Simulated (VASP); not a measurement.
# Ag (Fm-3m) in VASP: further runs, part 3 of 3

VASP 6.6.1. The steps go on from the part before.

## 5. Single point, r2SCAN (volume scaled by 1.03)

Input file POSCAR:

```
Ag
1.0
    0.0000000000      2.0724123556      2.0724123556
    2.0724123556      0.0000000000      2.0724123556
    2.0724123556      2.0724123556      0.0000000000
Ag
1
Direct
    0.0000000000      0.0000000000      0.0000000000
```

Input file INCAR.step1:

```
SYSTEM = Ag
PREC     = Accurate       ! precision mode
ENCUT    = 520            ! plane-wave cutoff, eV
ISMEAR   = 0              ! smearing method
SIGMA    = 0.1            ! smearing width, eV
LREAL    = .False.        ! projectors in reciprocal space
LASPH    = .True.         ! aspherical terms in the spheres
NELM     = 100            ! most SCF steps
NBANDS   = 12             ! bands
GGA      = PE             ! functional
ALGO     = Normal         ! electronic algorithm
EDIFF    = 1E-4           ! SCF threshold, eV
LWAVE    = .True.         ! write WAVECAR
LCHARG   = .False.        ! write CHGCAR
```

Input file INCAR.step2:

```
SYSTEM = Ag
PREC     = Accurate       ! precision mode
ENCUT    = 520            ! plane-wave cutoff, eV
EDIFF    = 1E-6           ! SCF threshold, eV
ISMEAR   = 0              ! smearing method
SIGMA    = 0.1            ! smearing width, eV
LREAL    = .False.        ! projectors in reciprocal space
LASPH    = .True.         ! aspherical terms in the spheres
NELM     = 100            ! most SCF steps
ALGO     = Normal         ! electronic algorithm
ISIF     = 2              ! what is computed and relaxed
LWAVE    = .False.        ! write WAVECAR
LCHARG   = .False.        ! write CHGCAR
METAGGA  = R2SCAN         ! meta-GGA
LMIXTAU  = .True.       
NBANDS   = 12             ! bands
ISTART   = 1
```

Input file KPOINTS:

```
Automatic mesh
0
Gamma
  18 18 18
  0 0 0
```

Potentials or basis: VASP PAW PBE potentials, release 64 (Ag).

Run with:

```console
$ cat potpaw_PBE.64/Ag/POTCAR > POTCAR
$ cp INCAR.step1 INCAR
$ mpirun -np 1 vasp_std > vasp.out
$ cp INCAR.step2 INCAR
$ mpirun -np 1 vasp_std > vasp.out
```

OUTCAR:

```text
SYSTEM = Ag
   PREC = Accurate
   ENCUT = 520
   EDIFF = 1E-6
   ISMEAR = 0
   LREAL = .False.
   LASPH = .True.
   NELM = 100
   ISIF = 2
   METAGGA = R2SCAN
   ISTART = 1

 ion  position               nearest neighbor table
   1  0.000  0.000  0.000-

  LATTYP: Found a face centered cubic cell.
 ALAT       =     4.1448247112

  Lattice vectors:

 A1 = (   0.0000000000,   2.0724123556,   2.0724123556)
 A2 = (   2.0724123556,   0.0000000000,   2.0724123556)
 A3 = (   2.0724123556,   2.0724123556,   0.0000000000)

Analysis of symmetry for initial positions (statically):
=====================================================================
 Subroutine PRICEL returns:
 Original cell was already a primitive cell.

 Routine SETGRP: Setting up the symmetry group for a
 face centered cubic supercell.

 Subroutine GETGRP returns: Found 48 space group operations
 (whereof 48 operations were pure point group operations)
 out of a pool of 48 trial point group operations.

The static configuration has the point symmetry O_h .

Analysis of symmetry for dynamics (positions and initial velocities):
=====================================================================
 Subroutine PRICEL returns:
 Original cell was already a primitive cell.

 Routine SETGRP: Setting up the symmetry group for a
 face centered cubic supercell.

 Subroutine GETGRP returns: Found 48 space group operations
 (whereof 48 operations were pure point group operations)
 out of a pool of 48 trial point group operations.

The dynamic configuration has the point symmetry O_h .

 Subroutine INISYM returns: Found 48 space group operations
 (whereof 48 operations are pure point group operations),
 and found     1 'primitive' translations

----------------------------------------------------------------------------------------

                                     Primitive cell

  volume of cell :      17.8016

  direct lattice vectors                    reciprocal lattice vectors
     0.000000000  2.072412356  2.072412356    -0.241264726  0.241264726  0.241264726
     2.072412356  0.000000000  2.072412356     0.241264726 -0.241264726  0.241264726
     2.072412356  2.072412356  0.000000000     0.241264726  0.241264726 -0.241264726

  length of vectors
     2.930833660  2.930833660  2.930833660     0.417882764  0.417882764  0.417882764

  position of ions in fractional coordinates (direct lattice)
     0.000000000  0.000000000  0.000000000

  ion indices of the primitive-cell ions
   primitive index   ion index
                 1           1

----------------------------------------------------------------------------------------

 KPOINTS: Automatic mesh

Automatic generation of k-mesh.
 Grid dimensions read from file:
 generate k-points for:   18   18   18

 Generating k-lattice:

  Cartesian coordinates                     Fractional coordinates (reciprocal lattice)
    -0.013403596  0.013403596  0.013403596     0.055555556  0.000000000  0.000000000
     0.013403596 -0.013403596  0.013403596     0.000000000  0.055555556  0.000000000
     0.013403596  0.013403596 -0.013403596     0.000000000  0.000000000  0.055555556

  Length of vectors
     0.023215709  0.023215709  0.023215709

  Shift w.r.t. Gamma in fractional coordinates (k-lattice)
     0.000000000  0.000000000  0.000000000

 Subroutine IBZKPT returns following result:
 ===========================================

 Found    195 irreducible k-points:

 Following reciprocal coordinates:
            Coordinates               Weight
  0.000000  0.000000  0.000000      1.000000
  0.055556  0.000000  0.000000      8.000000
  0.111111  0.000000  0.000000      8.000000
  0.166667  0.000000  0.000000      8.000000
  0.222222  0.000000  0.000000      8.000000
  0.277778  0.000000  0.000000      8.000000
[... 16 lines left out ...]
 -0.277778  0.055556  0.000000     24.000000
 -0.222222  0.055556  0.000000     24.000000
 [... further k-points ...]
   k-points           NKPTS =    195   k-points in BZ     NKDIM =    195   number of bands    NBANDS=     12
   number of dos      NEDOS =    301   number of ions     NIONS =      1
   total plane-waves  NPLWV =  13824
   dimension x,y,z NGX =    24 NGY =   24 NGZ =   24
   dimension x,y,z NGXF=    48 NGYF=   48 NGZF=   48
   ions per type =               1
   NGX,Y,Z   is equivalent  to a cutoff of  13.61, 13.61, 13.61 a.u.
   NGXF,Y,Z  is equivalent  to a cutoff of  27.23, 27.23, 27.23 a.u.
 SYSTEM =  Ag
   PREC   = accura    normal or accurate (medium, high low for compatibility)
   ISTART =      1    job   : 0-new  1-cont  2-samecut
   ICHARG =      0    charge: 1-file 2-atom 10-const
   ISPIN  =      1    spin polarized calculation?
   LNONCOLLINEAR =      F non collinear calculations
   LSORBIT =      F    spin-orbit coupling
   LASPH  =      T    aspherical Exc in radial PAW
   ENCUT  =  520.0 eV  38.22 Ry    6.18 a.u.   5.45  5.45  5.45*2*pi/ulx,y,z
   NELM   =    100;   NELMIN=  2; NELMDL=  0     # of ELM steps
   EDIFF  = 0.1E-05   stopping-criterion for ELM
   LREAL  =      F    real-space projection
   EDIFFG = 0.1E-04   stopping-criterion for IOM
   NSW    =      0    number of steps for IOM
   IBRION =     -1    ionic relax: 0-MD 1-quasi-New 2-CG
   NFREE  =      0    steps in history (QN), initial steepest desc. (CG)
   ISIF   =      2    stress and relaxation
   ISYM   =      2    0-nonsym 1-usesym 2-fastsym
   POTIM  = 0.5000    time-step for ionic-motion
   TEBEG  =    0.0;   TEEND  =   0.0 temperature during run
   PSTRESS=    0.0 pullay stress
   NELECT =      11.0000    total number of electrons
   NUPDOWN=      -1.0000    fix difference up-down
   EMIN   =  10.00;   EMAX   =-10.00  energy-range for DOS
   EFERMI =   0.00;   METHOD = LEGACY
   ISMEAR =     0;   SIGMA  =   0.10  broadening in eV -4-tet -1-fermi 0-gaus
   EFERMI_NEDOS =   21; number of points for ismear=-14 and -15
   IALGO  =     38    algorithm
   IMIX   =      4    mixing-type and parameters
     AMIX     =   0.40;   BMIX     =  1.00
     AMIX_MAG =   1.60;   BMIX_MAG =  1.00
  volume/ion in A,a.u.               =      17.80       120.13
  Fermi-wavevector in a.u.,A,eV,Ry     =   1.394396  2.635027 26.454366  1.944341
  Thomas-Fermi vector in A             =   2.517949
   LORBIT       =      0    0 simple, 1 ext, 2 COOP (PROOUT), +10 PAW based schemes
   METAGGA = R2SCAN    functional components
   LHFCALC =     F    Hartree Fock is set to
   AEXX    =    0.0000 exact exchange contribution
   IVDW    =     0    specifies the selected vdW correction
   LEPSILON=     F    determine dielectric tensor
   LRPA    =     F    only Hartree local field effects (RPA)
 non-spin polarized calculation
 Gauss-broadening in eV      SIGMA  =   0.10
  energy-cutoff  :      520.00
  volume of cell :       17.80
 maximum number of plane-waves:       531
 NGX is ok and might be reduce to    24
   NGX = 11   NGY = 11   NGZ = 11

 number of electron      11.0000000 magnetization

 Free energy of the ion-electron system (eV)
  ---------------------------------------------------
  ext. energy  EPLUGINS =         0.00000000
  ---------------------------------------------------
  free energy    TOTEN  =       -21.35654030 eV

  energy without entropy =      -21.35542041  energy(sigma->0) =      -21.35598035

 E-fermi :   7.8257     XC(G=0): -12.6712

 val. band max:        7.7926206814   @ k =   0.4444   0.3333   0.0000
 cond. band min:       7.9228642350   @ k =   0.5000   0.3333   0.1111
 fundamental gap:      0.1302435536
 Fermi energy:         7.8257352841

 k-point     1 :       0.0000    0.0000    0.0000
  band No.  band energies     occupation
      1       0.2145      2.00000
      2       2.8642      2.00000
      3       2.8642      2.00000
      4       2.8642      2.00000
      5       3.8308      2.00000
      6       3.8308      2.00000
      7      24.3896      0.00000
      8      27.8467      0.00000
      9      27.8467      0.00000
     10      27.8467      0.00000
     11      32.7057      0.00000
     12      33.4828      0.00000
[... 331 lines left out ...]
 k-point    24 :      -0.2222    0.0556    0.0000
  band No.  band energies     occupation
      1       1.5457      2.00000
      2       2.9310      2.00000
      3       3.0947      2.00000
      4       3.1551      2.00000
      5       3.7932      2.00000
      6       4.1578      2.00000
      7      19.4954      0.00000
      8      24.4406      0.00000
      9      26.7498      0.00000
     10      29.2140      0.00000
     11      30.0197      0.00000
     12      30.9317      0.00000

 [... further k-points ...]
[... 5 lines left out ...]
  --------------------------------------------------------------------------------------
  -------------------------------------------------------------------------------------
  Total       -0.3044797     -0.3044797     -0.3044797     -0.0000000     -0.0000000      0.0000000
  in kB      -27.4037784    -27.4037784    -27.4037784     -0.0000000     -0.0000000      0.0000000
  external PRESSURE =     -27.4037784 kB  Pullay stress =       0.0000000 kB

 VOLUME and BASIS-vectors are now :
 -----------------------------------------------------------------------------
  energy-cutoff  :      520.00
  volume of cell :       17.80
      direct lattice vectors                 reciprocal lattice vectors
     0.000000000  2.072412356  2.072412356    -0.241264726  0.241264726  0.241264726
     2.072412356  0.000000000  2.072412356     0.241264726 -0.241264726  0.241264726
     2.072412356  2.072412356  0.000000000     0.241264726  0.241264726 -0.241264726

 POSITION                                       TOTAL-FORCE (eV/Angst)
 -----------------------------------------------------------------------------------
      0.00000      0.00000      0.00000         0.000000      0.000000      0.000000
 -----------------------------------------------------------------------------------
    total drift:                               -0.000000      0.000000     -0.000000

  FREE ENERGIE OF THE ION-ELECTRON SYSTEM (eV)
  ---------------------------------------------------
  free  energy   TOTEN  =       -21.3565403022 eV

  energy  without entropy=      -21.3554204066  energy(sigma->0) =      -21.35598035
```

Run time: 70 s. Hardware: 1 thread of Intel Xeon 6975P-C, shared host; peak memory 0.18 GiB.

Results:

```
Free energy : -21.3565 eV
Pressure    : -2.7 GPa
```

Levels at points of the mesh, in eV from the Fermi level:
```
           k point  band 3  band 4  band 5  band 6  band 7  band 8  band 9  band 10
(0.00, 0.00, 0.00)   -4.96   -4.96   -3.99   -3.99   16.56   20.02   20.02    20.02
(0.50, 0.00, 0.00)   -4.99   -3.24   -3.24   -0.19    3.49   15.80   18.16    18.16
(0.50, 0.50, 0.00)   -3.27   -3.04   -3.04    1.79    6.66   10.93   10.93    17.18
```

Caveat: the PAW data sets were made with another functional, which shifts forces and pressure a little.

## 6. Overview

```tsv
cell	gap on the mesh (eV)	pressure (GPa)
a = 2.873 Å, angles 60.0°, 1 atom	none	3.6
a = 2.902 Å, angles 60.0°, 1 atom	none	0.1
a = 2.931 Å, angles 60.0°, 1 atom	none	-2.7
```

Alike in all rows: task single point; level r2SCAN; potentials or basis VASP PAW PBE potentials, release 64 (Ag); no spin polarisation; k mesh 18 × 18 × 18; cutoff (eV) 520; smearing gaussian 0.1 eV.

Caveats: the PAW data sets were made with another functional, which shifts forces and pressure a little.

Total energies depend on the potentials used, so only differences within one code and one set of settings carry meaning.
